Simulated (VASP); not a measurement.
The system is HfO2.

```
CELL_PARAMETERS angstrom
0.00000 2.55750 2.55750
2.55750 0.00000 2.55750
2.55750 2.55750 0.00000
ATOMIC_POSITIONS crystal
Hf 0.00000 0.00000 0.00000
O 0.75000 0.75000 0.75000
O 0.25000 0.25000 0.25000
```

Base run:

* Program: VASP 6.6.1
* Functional: PBEsol
* Potentials or basis: VASP PAW PBE potentials, release 64 (Hf_pv, O)
* Cutoff: 520 eV
* k mesh: 9 × 9 × 9
* Occupations: fermi-dirac, width 0.05 eV
* Spin: no spin polarisation
* Hubbard terms: Hf d U = 3.5 eV

Its results: band gap on the k mesh 4.14 eV, indirect (least direct gap 4.26 eV); pressure -4.2 GPa.

Problem. The run is repeated on the same cell with these changes: hubbard terms from Hf d U = 3.5 eV to Hf d U = 1.0 eV. What comes out?

Solution. Band gap on the k mesh 3.83 eV, indirect (least direct gap 3.95 eV); pressure -10.9 GPa.

Caveats: the PAW data sets were made with another functional, which shifts forces and pressure a little; spin-orbit coupling is left out, which moves the levels of the heavy elements.

A k mesh can miss the band edges.
